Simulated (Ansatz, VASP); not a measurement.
# VH in VASP and in Ansatz

```
V H
1.0
     0.00000    1.95057    1.95057
     1.95057    0.00000    1.95057
     1.95057    1.95057    0.00000
V H
1 1
Direct
  0.00000 0.00000 0.00000
  0.50000 0.50000 0.50000
```

Alike in both runs: task single point; functional PBEsol; k mesh 13 × 13 × 13; collinear spin.

|  | VASP | Ansatz |
| --- | --- | --- |
| version | VASP 6.6.1 | Ansatz 0.2.0 |
| potentials or method | VASP PAW PBE potentials, release 64 (V_sv, H), cutoff 520 eV | all-electron (LAPW or listed datasets) |
| occupations | fermi-dirac, width 0.1 eV | fermi-dirac |

```tsv
	VASP	Ansatz	Ansatz less VASP
net moment per atom (μB)	0.00	0.00	0.000
```

VASP's potentials were made for PBE, not for PBEsol. Ansatz ran all-electron here, and VASP with PAW potentials. Ansatz's warnings: seeded moment not kept.
